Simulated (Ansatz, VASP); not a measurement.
## Two plane-wave programs on Ta2Al3

```xyz
5
Lattice="4.5226 0.0000 0.0000 -2.2613 3.9167 0.0000 0.0000 0.0000 5.5464" Properties=species:S:1:pos:R:3 pbc="T T T"
Ta    2.2613    1.3056    4.9087
Ta    0.0000    2.6111    0.6377
Al    2.2613    1.3056    2.1228
Al    0.0000    2.6111    3.4237
Al    0.0000    0.0000    0.0000
```

Change from the starting cell: species swapped into the Ga3Ni2 type (P-3m1, No. 164).

Alike in both runs: functional PBE; k mesh 12 × 12 × 8; occupations gaussian, width 0.1 eV; no spin polarisation.

Ansatz relaxed the structure, and its values are those at the end. VASP's run is a single point on that final structure, the one shown.

```csv
,VASP,Ansatz
version,VASP 6.6.1,Ansatz 0.2.0
potentials or method,"VASP PAW PBE potentials, release 64 (Ta_pv, Al), cutoff 520 eV","scalar-relativistic, plane waves, PAW"
valence electrons in the cell,31,35
```

|  | VASP | Ansatz | Ansatz less VASP |
| --- | --- | --- | --- |
| gap on the k mesh at the Fermi level (eV) | none | none | - |
| pressure (GPa) | 0.0 | 0.0 | 0.00 |

A gap of «none» marks a metal or a gap that the smearing closes. VASP's potentials hold 31 valence electrons a cell and Ansatz's 35, so a difference there can come from the potentials and not from the codes.

Neither program's run includes spin-orbit coupling.
